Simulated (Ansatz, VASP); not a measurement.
# Two plane-wave programs on ZnO

INCAR

```
SYSTEM = ZnO
ALGO     = Normal         ! electronic algorithm
EDIFF    = 1E-6           ! SCF threshold, eV
ENCUT    = 520            ! plane-wave cutoff, eV
ISIF     = 2              ! what is computed and relaxed
ISMEAR   = 0              ! smearing method
LASPH    = .TRUE.         ! aspherical terms in the spheres
LCHARG   = .FALSE.        ! write CHGCAR
LREAL    = .FALSE.        ! projectors in reciprocal space
LWAVE    = .FALSE.        ! write WAVECAR
NBANDS   = 16             ! bands
NELM     = 80             ! most SCF steps
PREC     = Accurate       ! precision mode
SIGMA    = 0.05           ! smearing width, eV
```

File KPOINTS:

```
k-points
0
G
  12 12 12
  0 0 0
```

Contents of POSCAR:

```
ZnO
1.0
    0.0000000000      2.1152059500      2.2236780500
    2.1152059500      0.0000000000      2.2236780500
    2.1152059500      2.1152059500      0.0000000000
Zn O
1 1
Direct
    0.0000000000      0.0000000000      0.0000000000
    0.5000000000      0.5000000000      0.5000000000
```

Input for Ansatz:

```yaml
crystal:
  lattice:
    - [0.0, 2.11520595, 2.22367805]
    - [2.11520595, 0.0, 2.22367805]
    - [2.11520595, 2.11520595, 0.0]
  atoms:
    - { symbol: Zn, position: [0.0, 0.0, 0.0] }
    - { symbol: O, position: [0.5, 0.5, 0.5] }
basis:
  ecutwfc: 420
kpoints:
  mp_grid: { grid: [12, 12, 12] }
hamiltonian:
  xc: lda
scf:
  occupations: { method: gaussian, width: 0.05 }
output:
  forces: true
  stress: true
  eigenvalues: true
```

Change from the starting cell: strain -0.025 along x and y, +0.025 along z, atoms carried along.

Alike in both runs: task single point; functional LDA; k mesh 12 × 12 × 12; occupations gaussian, width 0.05 eV; no spin polarisation.

```csv
,VASP,Ansatz
version,VASP 6.6.1,Ansatz 0.2.0
potentials or method,"VASP PAW LDA potentials, release 64 (Zn, O), cutoff 520 eV","scalar-relativistic, plane waves, PAW"
valence electrons in the cell,18,18
```

```tsv
	VASP	Ansatz	Ansatz less VASP
gap on the k mesh at the Fermi level (eV)	0.68	0.68	0.000
least direct gap on the mesh (eV)	1.98	1.99	+0.007
pressure (GPa)	-9.3	-10.6	-1.25
traceless stress, the component that is largest in VASP (GPa)	-2.14	-1.87	+0.270
```

LDA's correlation is that of Perdew and Zunger in VASP and of Perdew and Wang (1992) in Ansatz.
